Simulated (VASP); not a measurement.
MnSb:

```
CELL_PARAMETERS angstrom
4.15000 0.00000 0.00000
-2.07500 3.59401 0.00000
0.00000 0.00000 5.78000
ATOMIC_POSITIONS crystal
Sb 0.66667 0.33333 0.75000
Sb 0.33333 0.66667 0.25000
Mn 0.00000 0.00000 0.50000
Mn 0.00000 0.00000 0.00000
```

Base run:

```yaml
Program: VASP 6.6.1
Functional: revPBE
Potentials_or_basis: VASP PAW PBE potentials, release 64 (Sb, Mn_pv)
Cutoff: 520 eV
k_mesh: 7 × 7 × 5
Occupations: fermi-dirac, width 0.05 eV
Spin: collinear spin, ferromagnetic start
Starting_moments: "[0.0, 0.0, 4.0, 4.0] μB"
```

Its results: pressure -1.2 GPa; net moment 6.78 μB per cell; site moments Sb -0.13; Mn +3.44 μB.

Problem. The run is repeated on the same cell with these changes: functional from revPBE to PBE; k mesh from 7 × 7 × 5 to 10 × 10 × 7. What comes out?

Solution. Pressure -3.2 GPa; net moment 6.71 μB per cell; site moments Sb -0.13; Mn +3.40 μB.

Several settings changed at once, so the effect can't be laid on one alone.

Caveats: only a ferromagnetic start was run, and an antiferromagnetic order may lie lower in energy; the PAW data sets were made with another functional, which shifts forces and pressure a little (some runs).
